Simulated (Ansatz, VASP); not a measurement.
One calculation of Ru2W, two programs

```xyz
6
Lattice="0.0000 4.0077 4.5175 2.4666 0.0000 4.5175 2.4666 4.0077 0.0000" Properties=species:S:1:pos:R:3 pbc="T T T"
Ru    1.2333    0.6066    2.2587
Ru    1.2333    3.4011    2.2587
Ru    2.4666    1.3973    4.5175
Ru    2.4666    6.6182    4.5175
W     3.6999    6.0116    6.7762
W     2.4666    4.0077    4.5175
```

Alike in both runs: functional PBE; k mesh 10 × 10 × 10; occupations gaussian, width 0.1 eV; no spin polarisation.

Ansatz relaxed the structure, and its values are those at the end. VASP's run is a single point on that final structure, the one shown.

```csv
,VASP,Ansatz
version,VASP 6.6.1,Ansatz 0.2.0
potentials or method,"VASP PAW PBE potentials, release 64 (Ru_pv, W_sv), cutoff 520 eV","scalar-relativistic, plane waves, PAW"
valence electrons in the cell,84,92
```

|  | VASP | Ansatz | Ansatz less VASP |
| --- | --- | --- | --- |
| gap on the k mesh at the Fermi level (eV) | none | none | - |
| pressure (GPa) | 0.3 | 0.0 | -0.32 |
| rms of the force components (eV/Å) | 0.010 | 0.000 | -0.0096 |

A gap of «none» marks a metal or a gap that the smearing closes. With one functional, cell and mesh, what is left measures potentials, basis and numerics. VASP's potentials hold 84 valence electrons a cell and Ansatz's 92, so a difference there can come from the potentials and not from the codes.

Neither program's run includes spin-orbit coupling.
